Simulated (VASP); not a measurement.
# ReBi (CsCl type) (Pm-3m) in VASP: density of states with PBE

Aim: the density of states of ReBi (CsCl type) with PBE.

Program: VASP 6.6.1. These are calculated values, not measurements. Logs are shortened: lines on timing, memory, paths and dates and some standing lists are left out, and cuts for length are marked.

## (1) The cell of the first run

The structure is cubic, space group Pm-3m (No. 221). The conventional cell has a = 3.396 Å, b = 3.396 Å, c = 3.396 Å, α = 90.00°, β = 90.00°, γ = 90.00°. Within 3.9 Å of Re (site symmetry m-3m) lie 8 Bi at 2.94 Å and 6 Re at 3.40 Å. Bi (site symmetry m-3m) has 8 Re at 2.94 Å and 6 Bi at 3.40 Å within 3.9 Å.

## (2) Density of states, PBE

POSCAR

```
ReBi
1.0
    3.3957482031      0.0000000000      0.0000000000
    0.0000000000      3.3957482031      0.0000000000
    0.0000000000      0.0000000000      3.3957482031
Re Bi
1 1
Direct
    0.0000000000      0.0000000000      0.0000000000
    0.5000000000      0.5000000000      0.5000000000
```

INCAR.step1

```
  PREC = Accurate
  ENCUT = 520
  EDIFF = 1E-7
  ISMEAR = -1
  SIGMA = 0.05
  LREAL = False
  LASPH = True
  NELM = 80
  ALGO = Normal
  ISIF = 2
  LWAVE = False
  LCHARG = True
  LMAXMIX = 4
  GGA = PE
  NBANDS = 18
```

KPOINTS.step1

```
regular mesh
0
Gamma
  11 11 11
```

INCAR.step2

```
  PREC = Accurate
  ENCUT = 520
  EDIFF = 1E-7
  ISMEAR = -5
  SIGMA = 0.05
  LREAL = False
  LASPH = True
  NELM = 80
  ALGO = Normal
  ISIF = 2
  LWAVE = False
  LCHARG = False
  LMAXMIX = 4
  GGA = PE
  LORBIT = 11
  NBANDS = 18
  NEDOS = 1001
  ICHARG = 11
```

KPOINTS.step2

```
regular mesh
0
Gamma
  17 17 17
```

Potentials or basis: VASP PAW PBE potentials, release 64 (Re, Bi_d).

Run with:

```bash
cat potpaw_PBE.64/Re/POTCAR potpaw_PBE.64/Bi_d/POTCAR > POTCAR
cp INCAR.step1 INCAR
cp KPOINTS.step1 KPOINTS
mpirun -np 1 vasp_std > vasp.out
cp INCAR.step2 INCAR
cp KPOINTS.step2 KPOINTS
mpirun -np 1 vasp_std > vasp.out
```

OUTCAR:

```text
PREC = Accurate
   ENCUT = 520
   EDIFF = 1E-7
   ISMEAR = -5
   LREAL = False
   LASPH = True
   NELM = 80
   ISIF = 2
   GGA = PE
   LORBIT = 11
   ICHARG = 11

 ion  position               nearest neighbor table
   1  0.000  0.000  0.000-   2 2.94   2 2.94   2 2.94   2 2.94   2 2.94   2 2.94   2 2.94   2 2.94

   2  0.500  0.500  0.500-   1 2.94   1 2.94   1 2.94   1 2.94   1 2.94   1 2.94   1 2.94   1 2.94

  LATTYP: Found a simple cubic cell.
 ALAT       =     3.3957482031

  Lattice vectors:

 A1 = (   3.3957482031,   0.0000000000,   0.0000000000)
 A2 = (   0.0000000000,   3.3957482031,   0.0000000000)
 A3 = (   0.0000000000,   0.0000000000,   3.3957482031)

Analysis of symmetry for initial positions (statically):
=====================================================================
 Subroutine PRICEL returns:
 Original cell was already a primitive cell.

 Routine SETGRP: Setting up the symmetry group for a
 simple cubic supercell.

 Subroutine GETGRP returns: Found 48 space group operations
 (whereof 48 operations were pure point group operations)
 out of a pool of 48 trial point group operations.

The static configuration has the point symmetry O_h .

Analysis of symmetry for dynamics (positions and initial velocities):
=====================================================================
 Subroutine PRICEL returns:
 Original cell was already a primitive cell.

 Routine SETGRP: Setting up the symmetry group for a
 simple cubic supercell.

 Subroutine GETGRP returns: Found 48 space group operations
 (whereof 48 operations were pure point group operations)
 out of a pool of 48 trial point group operations.

The dynamic configuration has the point symmetry O_h .

 Subroutine INISYM returns: Found 48 space group operations
 (whereof 48 operations are pure point group operations),
 and found     1 'primitive' translations

----------------------------------------------------------------------------------------

                                     Primitive cell

  volume of cell :      39.1567

  direct lattice vectors                    reciprocal lattice vectors
     3.395748203  0.000000000  0.000000000     0.294485910  0.000000000  0.000000000
     0.000000000  3.395748203  0.000000000     0.000000000  0.294485910  0.000000000
     0.000000000  0.000000000  3.395748203     0.000000000  0.000000000  0.294485910

  length of vectors
     3.395748203  3.395748203  3.395748203     0.294485910  0.294485910  0.294485910

  position of ions in fractional coordinates (direct lattice)
     0.000000000  0.000000000  0.000000000
     0.500000000  0.500000000  0.500000000

  ion indices of the primitive-cell ions
   primitive index   ion index
                 1           1
                 2           2

----------------------------------------------------------------------------------------

 KPOINTS: regular mesh

Automatic generation of k-mesh.
 Grid dimensions read from file:
 generate k-points for:   17   17   17

 Generating k-lattice:

  Cartesian coordinates                     Fractional coordinates (reciprocal lattice)
     0.017322701  0.000000000  0.000000000     0.058823529  0.000000000  0.000000000
     0.000000000  0.017322701  0.000000000     0.000000000  0.058823529  0.000000000
     0.000000000  0.000000000  0.017322701     0.000000000  0.000000000  0.058823529

  Length of vectors
     0.017322701  0.017322701  0.017322701

  Shift w.r.t. Gamma in fractional coordinates (k-lattice)
     0.000000000  0.000000000  0.000000000

 TETIRR: Found   2433 inequivalent tetrahedra from    29478

 Subroutine IBZKPT returns following result:
 ===========================================

 Found    165 irreducible k-points:

 Following reciprocal coordinates:
            Coordinates               Weight
  0.000000  0.000000  0.000000      1.000000
  0.058824  0.000000  0.000000      6.000000
  0.117647  0.000000  0.000000      6.000000
  0.176471  0.000000  0.000000      6.000000
  0.235294  0.000000  0.000000      6.000000
  0.294118  0.000000  0.000000      6.000000
[... 16 lines left out ...]
  0.411765  0.117647  0.000000     24.000000
  0.470588  0.117647  0.000000     24.000000
 [... further k-points ...]
   k-points           NKPTS =    165   k-points in BZ     NKDIM =    165   number of bands    NBANDS=     18
   number of dos      NEDOS =   1001   number of ions     NIONS =      2
   total plane-waves  NPLWV =  21952
   dimension x,y,z NGX =    28 NGY =   28 NGZ =   28
   dimension x,y,z NGXF=    56 NGYF=   56 NGZF=   56
   ions per type =               1   1
   NGX,Y,Z   is equivalent  to a cutoff of  13.71, 13.71, 13.71 a.u.
   NGXF,Y,Z  is equivalent  to a cutoff of  27.42, 27.42, 27.42 a.u.
 SYSTEM =  unknown system
   PREC   = accura    normal or accurate (medium, high low for compatibility)
   ISTART =      0    job   : 0-new  1-cont  2-samecut
   ICHARG =     11    charge: 1-file 2-atom 10-const
   ISPIN  =      1    spin polarized calculation?
   LNONCOLLINEAR =      F non collinear calculations
   LSORBIT =      F    spin-orbit coupling
   LASPH  =      T    aspherical Exc in radial PAW
   ENCUT  =  520.0 eV  38.22 Ry    6.18 a.u.   6.31  6.31  6.31*2*pi/ulx,y,z
   NELM   =     80;   NELMIN=  2; NELMDL=  0     # of ELM steps
   EDIFF  = 0.1E-06   stopping-criterion for ELM
   LREAL  =      F    real-space projection
   EDIFFG = 0.1E-05   stopping-criterion for IOM
   NSW    =      0    number of steps for IOM
   IBRION =     -1    ionic relax: 0-MD 1-quasi-New 2-CG
   NFREE  =      0    steps in history (QN), initial steepest desc. (CG)
   ISIF   =      2    stress and relaxation
   ISYM   =      2    0-nonsym 1-usesym 2-fastsym
   POTIM  = 0.5000    time-step for ionic-motion
   TEBEG  =    0.0;   TEEND  =   0.0 temperature during run
   PSTRESS=    0.0 pullay stress
   NELECT =      22.0000    total number of electrons
   NUPDOWN=      -1.0000    fix difference up-down
   EMIN   =  10.00;   EMAX   =-10.00  energy-range for DOS
   EFERMI =   0.00;   METHOD = LEGACY
   ISMEAR =    -5;   SIGMA  =   0.05  broadening in eV -4-tet -1-fermi 0-gaus
   EFERMI_NEDOS =   21; number of points for ismear=-14 and -15
   IALGO  =     38    algorithm
   IMIX   =      4    mixing-type and parameters
     AMIX     =   0.40;   BMIX     =  1.00
     AMIX_MAG =   1.60;   BMIX_MAG =  1.00
  volume/ion in A,a.u.               =      19.58       132.12
  Fermi-wavevector in a.u.,A,eV,Ry     =   1.350870  2.552774 24.828591  1.824850
  Thomas-Fermi vector in A             =   2.478339
   LORBIT       =     11    0 simple, 1 ext, 2 COOP (PROOUT), +10 PAW based schemes
   GGA     = PE    functional components
   LHFCALC =     F    Hartree Fock is set to
   AEXX    =    0.0000 exact exchange contribution
   IVDW    =     0    specifies the selected vdW correction
   LEPSILON=     F    determine dielectric tensor
   LRPA    =     F    only Hartree local field effects (RPA)
 non-spin polarized calculation
 Fermi weights with tetrahedron method with Bloechl corrections
  energy-cutoff  :      520.00
  volume of cell :       39.16
 maximum number of plane-waves:      1074
 NGX is ok and might be reduce to    28

 number of electron      21.9999997 magnetization

 Free energy of the ion-electron system (eV)
  ---------------------------------------------------
  ext. energy  EPLUGINS =         0.00000000
  ---------------------------------------------------
  free energy    TOTEN  =       -13.94168920 eV

  energy without entropy =      -13.94168920  energy(sigma->0) =      -13.94168920

 E-fermi :   9.8279     XC(G=0): -12.4246

 val. band max:        9.9962929113   @ k =   0.0000   0.0000   0.0000
 cond. band min:       9.8077559679   @ k =   0.4118   0.3529   0.1765
 fundamental gap:     -0.1885369435
 Fermi energy:         9.8279262575

 k-point     1 :       0.0000    0.0000    0.0000
  band No.  band energies     occupation
      1     -13.2122      2.00000
      2     -13.2122      2.00000
      3     -13.0000      2.00000
      4     -13.0000      2.00000
      5     -13.0000      2.00000
      6      -4.3974      2.00000
[... 10 lines left out ...]
     17      20.1322      0.00000
     18      22.5584      0.00000

 k-point     2 :       0.0588    0.0000    0.0000
  band No.  band energies     occupation
      1     -13.2116      2.00000
      2     -13.2054      2.00000
      3     -13.0017      2.00000
      4     -13.0017      2.00000
      5     -12.9996      2.00000
      6      -4.3491      2.00000
[... 10 lines left out ...]
     17      20.2505      0.00000
     18      22.6754      0.00000

 k-point     3 :       0.1176    0.0000    0.0000
  band No.  band energies     occupation
      1     -13.2101      2.00000
      2     -13.1859      2.00000
      3     -13.0067      2.00000
      4     -13.0067      2.00000
      5     -12.9985      2.00000
      6      -4.2052      2.00000
[... 10 lines left out ...]
     17      20.6295      0.00000
     18      22.8675      0.00000

 k-point     4 :       0.1765    0.0000    0.0000
  band No.  band energies     occupation
      1     -13.2076      2.00000
      2     -13.1562      2.00000
      3     -13.0143      2.00000
      4     -13.0143      2.00000
      5     -12.9968      2.00000
      6      -3.9695      2.00000
[... 375 lines left out ...]
      4     -13.0403      2.00000
      5     -12.9999      2.00000
      6      -2.7013      2.00000
[... 10 lines left out ...]
     17      18.8434      0.00000
     18      20.7307      0.00000

 k-point    23 :       0.4118    0.1176    0.0000
  band No.  band energies     occupation
      1     -13.1789      2.00000
      2     -13.0609      2.00000
      3     -13.0492      2.00000
      4     -13.0153      2.00000
      5     -12.9991      2.00000
      6      -2.3236      2.00000
[... 10 lines left out ...]
     17      19.0505      0.00000
     18      19.8452      0.00000

 k-point    24 :       0.4706    0.1176    0.0000
  band No.  band energies     occupation
      1     -13.1778      2.00000
      2     -13.0648      2.00000
      3     -13.0527      2.00000
      4     -13.0018      2.00000
      5     -12.9986      2.00000
      6      -2.0788      2.00000
[... 10 lines left out ...]
     17      19.2184      0.00000
     18      19.3341      0.00000

 [... further k-points ...]
[... 5 lines left out ...]
  --------------------------------------------------------------------------------------
  -------------------------------------------------------------------------------------
  Total       -0.0203023     -0.0203023     -0.0203023      0.0000000      0.0000000     -0.0000000
  in kB       -0.8307104     -0.8307104     -0.8307104      0.0000000      0.0000000     -0.0000000
  external PRESSURE =      -0.8307104 kB  Pullay stress =       0.0000000 kB

 VOLUME and BASIS-vectors are now :
 -----------------------------------------------------------------------------
  energy-cutoff  :      520.00
  volume of cell :       39.16
      direct lattice vectors                 reciprocal lattice vectors
     3.395748203  0.000000000  0.000000000     0.294485910  0.000000000  0.000000000
     0.000000000  3.395748203  0.000000000     0.000000000  0.294485910  0.000000000
     0.000000000  0.000000000  3.395748203     0.000000000  0.000000000  0.294485910

 POSITION                                       TOTAL-FORCE (eV/Angst)
 -----------------------------------------------------------------------------------
      0.00000      0.00000      0.00000         0.000000      0.000000      0.000000
      1.69787      1.69787      1.69787         0.000000      0.000000      0.000000
 -----------------------------------------------------------------------------------
    total drift:                                0.000000      0.000000      0.000000

  FREE ENERGIE OF THE ION-ELECTRON SYSTEM (eV)
  ---------------------------------------------------
  free  energy   TOTEN  =       -13.9416892021 eV

  energy  without entropy=      -13.9416892021  energy(sigma->0) =      -13.94168920

 total charge

# of ion       s       p       d       tot
------------------------------------------
    1        0.439   0.342   4.920   5.702
    2        1.440   1.463  10.030  12.933
--------------------------------------------------
tot          1.880   1.805  14.950  18.635
```

It took 5 min on 1 thread of AMD EPYC 7R13, shared host; peak memory 0.22 GiB.

What came out:

- Valence electrons inside the program's atomic spheres: Re 5.70; Bi 12.93

Levels at points of the mesh, in eV from the Fermi level:
| k point | band 8 | band 9 | band 10 | band 11 | band 12 | band 13 | band 14 | band 15 |
| --- | --- | --- | --- | --- | --- | --- | --- | --- |
| (0.00, 0.00, 0.00) | -2.89 | 0.17 | 0.17 | 0.17 | 0.93 | 0.93 | 0.93 | 2.76 |

Caveat: spin-orbit coupling is left out, which moves the levels of the heavy elements; tetrahedron occupations give inexact forces and stress in metals.
